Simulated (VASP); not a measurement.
Here is a VASP 6.6.1 calculation.

The input INCAR:

```
PREC = Accurate
ENCUT = 520
EDIFF = 1E-6
ISMEAR = 0
SIGMA = 0.01
LREAL = F
LASPH = T
NELM = 150
ALGO = Normal
ISIF = 2
LWAVE = F
LCHARG = F
MAGMOM = 0 0 0 0 0 0
LORBIT = 11
LSORBIT = T
GGA_COMPAT = F
LORBMOM = T
GGA = PS
NBANDS = 28
```

Contents of KPOINTS:

```
Automatic mesh
0
Gamma
  8 8 8
```

File POSCAR:

```
SrO
1.0
   -0.0128072196      2.5550403016      2.5550403016
    2.5550403016     -0.0128072196      2.5550403016
    2.5550403016      2.5550403016     -0.0128072196
Sr O
1 1
Direct
    0.5000000000      0.5000000000      0.5000000000
    0.0000000000      0.0000000000      0.0000000000
```

Potentials or basis: VASP PAW PBE potentials, release 64 (Sr_sv, O).

Launch:

```sh
$ cat potpaw_PBE.64/Sr_sv/POTCAR potpaw_PBE.64/O/POTCAR > POTCAR
$ mpirun -np 1 vasp_ncl > vasp.out
```

(1) What does it give for the pressure?

(2) What does it give for the net moment?

Answers

(1) 0.6 GPa.

(2) 0.00 μB per cell.

Caveat: the cell differs from its parent crystal (equal xy, yz and zx engineering shears of -0.5 %); the PAW data sets were made with another functional, which shifts forces and pressure a little.
